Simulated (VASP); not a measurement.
# CoBi (zincblende type) (F-43m) in VASP: a series of runs, part 2 of 2

VASP 6.6.1. The steps go on from the part before.

## Step 4: Electric field gradients, PBE, collinear spin, ferromagnetic start

This run uses another cell than the first one, of 25.33 Å³/atom.

INCAR

```
ALGO     = Normal         # electronic algorithm
EDIFF    = 1E-8           # SCF threshold, eV
ENCUT    = 520            # plane-wave cutoff, eV
GGA      = PE             # functional
ISIF     = 2              # what is computed and relaxed
ISMEAR   = -1             # smearing method
ISPIN    = 2              # spin polarisation
LASPH    = T              # aspherical terms in the spheres
LCHARG   = F              # write CHGCAR
LEFG     = T            
LMAXMIX  = 4              # l up to which the mixer works
LORBIT   = 11             # projections on sites
LREAL    = F              # projectors in reciprocal space
LWAVE    = F              # write WAVECAR
MAGMOM   = 2 0            # initial moments
NBANDS   = 23             # bands
NELM     = 150            # most SCF steps
PREC     = Accurate       # precision mode
SIGMA    = 0.08           # smearing width, eV
```

KPOINTS

```
k-points
0
Gamma
  9 9 9
```

POSCAR

```
CoBi
1.0
    0.0000000000      2.9370076714      2.9370076714
    2.9370076714      0.0000000000      2.9370076714
    2.9370076714      2.9370076714      0.0000000000
Co Bi
1 1
Direct
    0.0000000000      0.0000000000      0.0000000000
    0.2500000000      0.2500000000      0.2500000000
```

Potentials or basis: VASP PAW PBE potentials, release 64 (Co, Bi_d).

On the command line:

```bash
cat potpaw_PBE.64/Co/POTCAR potpaw_PBE.64/Bi_d/POTCAR > POTCAR
mpirun -np 1 vasp_std > vasp.out
```

OUTCAR:

```text
EDIFF = 1E-8
   ENCUT = 520
   GGA = PE
   ISIF = 2
   ISMEAR = -1
   ISPIN = 2
   LASPH = T
   LORBIT = 11
   LREAL = F
   NELM = 150
   PREC = Accurate

 ion  position               nearest neighbor table
   1  0.000  0.000  0.000-   2 2.54   2 2.54   2 2.54   2 2.54
   2  0.250  0.250  0.250-   1 2.54   1 2.54   1 2.54   1 2.54

  LATTYP: Found a face centered cubic cell.
 ALAT       =     5.8740153428

  Lattice vectors:

 A1 = (   0.0000000000,   2.9370076714,   2.9370076714)
 A2 = (   2.9370076714,   0.0000000000,   2.9370076714)
 A3 = (   2.9370076714,   2.9370076714,   0.0000000000)

Analysis of symmetry for initial positions (statically):
=====================================================================
 Subroutine PRICEL returns:
 Original cell was already a primitive cell.

 Routine SETGRP: Setting up the symmetry group for a
 face centered cubic supercell.

 Subroutine GETGRP returns: Found 24 space group operations
 (whereof 24 operations were pure point group operations)
 out of a pool of 48 trial point group operations.

The static configuration has the point symmetry T_d .

Analysis of symmetry for dynamics (positions and initial velocities):
=====================================================================
 Subroutine PRICEL returns:
 Original cell was already a primitive cell.

 Routine SETGRP: Setting up the symmetry group for a
 face centered cubic supercell.

 Subroutine GETGRP returns: Found 24 space group operations
 (whereof 24 operations were pure point group operations)
 out of a pool of 48 trial point group operations.

The dynamic configuration has the point symmetry T_d .

Analysis of structural, dynamic, and magnetic symmetry:
=====================================================================
 Subroutine PRICEL returns:
 Original cell was already a primitive cell.

 Routine SETGRP: Setting up the symmetry group for a
 face centered cubic supercell.

 Subroutine GETGRP returns: Found 24 space group operations
 (whereof 24 operations were pure point group operations)
 out of a pool of 48 trial point group operations.

The overall configuration has the point symmetry T_d .

 Subroutine INISYM returns: Found 24 space group operations
 (whereof 24 operations are pure point group operations),
 and found     1 'primitive' translations

----------------------------------------------------------------------------------------

                                     Primitive cell

  volume of cell :      50.6693

  direct lattice vectors                    reciprocal lattice vectors
     0.000000000  2.937007671  2.937007671    -0.170241299  0.170241299  0.170241299
     2.937007671  0.000000000  2.937007671     0.170241299 -0.170241299  0.170241299
     2.937007671  2.937007671  0.000000000     0.170241299  0.170241299 -0.170241299

  length of vectors
     4.153556082  4.153556082  4.153556082     0.294866579  0.294866579  0.294866579

[... 108 lines left out ...]
   IVDW    =     0    specifies the selected vdW correction
   LEPSILON=     F    determine dielectric tensor
   LRPA    =     F    only Hartree local field effects (RPA)
 spin polarized calculation
  energy-cutoff  :      520.00
  volume of cell :       50.67
 maximum number of plane-waves:      1384
   NGX = 15   NGY = 15   NGZ = 15

 number of electron      23.9999993 magnetization       0.0009724

 number of electron      23.9999993 magnetization      -0.0000275

 Free energy of the ion-electron system (eV)
  ---------------------------------------------------
  ext. energy  EPLUGINS =         0.00000000
  ---------------------------------------------------
  free energy    TOTEN  =        -9.49323972 eV

  energy without entropy =       -9.44757026  energy(sigma->0) =       -9.47040499

 E-fermi :   5.8196     XC(G=0):  -9.9267

 val. band max:        5.7796946359   @ k =  -0.4444   0.3333   0.0000
 cond. band min:       5.8344429263   @ k =  -0.2222   0.2222   0.0000
 fundamental gap:      0.0547482903
 Fermi energy:         5.8196379969

 spin component 1

 k-point     1 :       0.0000    0.0000    0.0000
  band No.  band energies     occupation
      1     -16.5201      1.00000
      2     -16.5201      1.00000
      3     -16.5201      1.00000
      4     -16.4669      1.00000
      5     -16.4669      1.00000
      6      -5.9847      1.00000
[... 613 lines left out ...]
     22      21.6542      0.00000
     23      21.6666      0.00000

 [... further k-points ...]

 spin component 2

 k-point     1 :       0.0000    0.0000    0.0000
  band No.  band energies     occupation
      1     -16.5201      1.00000
      2     -16.5201      1.00000
      3     -16.5201      1.00000
      4     -16.4669      1.00000
      5     -16.4669      1.00000
      6      -5.9847      1.00000
[... 613 lines left out ...]
     22      21.6542      0.00000
     23      21.6666      0.00000

 [... further k-points ...]

------------------------ aborting loop because EDIFF is reached ----------------------------------------

  FORCE on cell =-STRESS in cart. coord.  units (eV):
  Direction    XX          YY          ZZ          XY          YZ          ZX
  --------------------------------------------------------------------------------------
  -------------------------------------------------------------------------------------
  Total       -0.0106168     -0.0106168     -0.0106168     -0.0000000     -0.0000000      0.0000000
  in kB       -0.3357055     -0.3357055     -0.3357055     -0.0000000     -0.0000000      0.0000000
  external PRESSURE =      -0.3357055 kB  Pullay stress =       0.0000000 kB

 VOLUME and BASIS-vectors are now :
 -----------------------------------------------------------------------------
  energy-cutoff  :      520.00
  volume of cell :       50.67
      direct lattice vectors                 reciprocal lattice vectors
     0.000000000  2.937007671  2.937007671    -0.170241299  0.170241299  0.170241299
     2.937007671  0.000000000  2.937007671     0.170241299 -0.170241299  0.170241299
     2.937007671  2.937007671  0.000000000     0.170241299  0.170241299 -0.170241299

 POSITION                                       TOTAL-FORCE (eV/Angst)
 -----------------------------------------------------------------------------------
      0.00000      0.00000      0.00000        -0.000000      0.000000      0.000000
      1.46850      1.46850      1.46850         0.000000     -0.000000     -0.000000
 -----------------------------------------------------------------------------------
    total drift:                                0.000001      0.000001      0.000001

  FREE ENERGIE OF THE ION-ELECTRON SYSTEM (eV)
  ---------------------------------------------------
  free  energy   TOTEN  =        -9.4932397230 eV

  energy  without entropy=       -9.4475702647  energy(sigma->0) =       -9.47040499

 Electric field gradients (V/A^2)
---------------------------------------------------------------------
 ion       V_xx      V_yy      V_zz      V_xy      V_xz      V_yz
---------------------------------------------------------------------
   1       0.000    -0.000    -0.000    -0.000    -0.000    -0.000
   2       0.000     0.000     0.000     0.002     0.002     0.002
---------------------------------------------------------------------

 Electric field gradients after diagonalization (V/A^2)
 (convention: |V_zz| > |V_xx| > |V_yy|)
----------------------------------------------------------------------
 ion       V_xx      V_yy      V_zz     asymmetry (V_yy - V_xx)/ V_zz
----------------------------------------------------------------------
   1       0.000     0.000    -0.001       0.000
   2      -0.002    -0.002     0.003       0.000
----------------------------------------------------------------------

           NMR quadrupolar parameters

 Cq : quadrupolar parameter    Cq=e*Q*V_zz/h
 eta: asymmetry parameters     (V_yy - V_xx)/ V_zz
 Q  : nuclear electric quadrupole moment in mb (millibarn)
----------------------------------------------------------------------
 ion       Cq(MHz)       eta       Q (mb)
----------------------------------------------------------------------
   1      -0.000       0.000       1.000
   2       0.000       0.000       1.000
----------------------------------------------------------------------

 total charge

# of ion       s       p       d       tot
------------------------------------------
    1        0.434   0.280   7.479   8.194
    2        1.459   1.529   9.950  12.937
--------------------------------------------------
tot          1.893   1.809  17.429  21.131

 magnetization (x)

# of ion       s       p       d       tot
------------------------------------------
    1       -0.000  -0.000  -0.000  -0.000
    2        0.000   0.000   0.000   0.000
--------------------------------------------------
tot         -0.000   0.000  -0.000  -0.000
```

It took 2.8 min on 1 thread of Oxide Virtual Turin-like, shared host; peak memory 0.2 GiB.

What came out:

```yaml
Free_energy: -9.4932 eV
Pressure: 0.0 GPa
Band_gap_on_the_k_mesh: zero (filled and empty bands overlap)
Net_moment: 0.00 μB per cell
Largest_electric_field_gradient_by_atom: under 0.05 V/Å² on every atom
Valence_electrons_inside_the_program's_atomic_spheres: Co 8.19; Bi 12.94
```

Levels at points of the mesh, in eV from the Fermi level:
Spin up:
```tsv
k point	band 9	band 10	band 11	band 12	band 13	band 14	band 15	band 16
(0.00, 0.00, 0.00)	-1.96	-0.76	-0.76	3.83	3.87	3.87	3.87	6.72
```
Spin down:
| k point | band 8 | band 9 | band 10 | band 11 | band 12 | band 13 | band 14 | band 15 | band 16 | band 17 |
| --- | --- | --- | --- | --- | --- | --- | --- | --- | --- | --- |
| (0.00, 0.00, 0.00) | -1.96 | -1.96 | -0.76 | -0.76 | 3.83 | 3.87 | 3.87 | 3.87 | 6.72 | 6.72 |

Caveat: the moments typed at the start vanished in this run; spin-orbit coupling is left out, which moves the levels of the heavy elements.

The gap in the log of VASP goes by the Fermi energy; the results here count the filled bands.